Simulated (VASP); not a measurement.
Wanted: the native input for a VASP 6.6.1 run.

```
Task                   : single point
Functional             : PBE
Potentials or basis    : VASP PAW PBE potentials, release 64 (Sr_sv)
Cutoff                 : 520 eV
k mesh                 : 12 × 12 × 12, shifted
Occupations            : fermi-dirac, width 0.1 eV
Spin                   : no spin polarisation
Dipole correction      : no
Further INCAR settings : ALGO = Normal; EDIFF = 1e-06; NBANDS = 17
```

The structure of Sr lies in POSCAR:

```
Sr
1.0
   -3.6283070893      3.6283070893      1.9575105298
    3.6283070893     -3.6283070893      1.9575105298
    3.6283070893      3.6283070893     -1.9575105298
Sr
2
Direct
   -0.3750000000     -0.1250000000     -0.2500000000
    0.3750000000      0.1250000000      0.2500000000
```

These files were run (other wordings do the same):

INCAR

```
SYSTEM = Sr
PREC = Accurate
ENCUT = 520
EDIFF = 1E-6
ISMEAR = -1
SIGMA = 0.1
LREAL = .False.
LASPH = .True.
NELM = 60
ALGO = Normal
ISIF = 2
LWAVE = .False.
LCHARG = .False.
GGA = PE
NBANDS = 17
```

KPOINTS

```
Automatic mesh
0
Gamma
  12 12 12
  0.5 0.5 0.5
```

Potentials or basis: VASP PAW PBE potentials, release 64 (Sr_sv).

Run with:

```console
$ cat potpaw_PBE.64/Sr_sv/POTCAR > POTCAR
$ mpirun -np 1 vasp_std > vasp.out
```

It gave:

```json
{
  "Pressure": "0.8 GPa",
  "Band gap on the k mesh": "zero (band 10 reaches 2.01 eV, above the bottom of band 11 at 1.51 eV)"
}
```

Run time: 4.9 min on 1 thread of Oxide Virtual Turin-like Processor (shared host), peak memory 0.38 GiB.
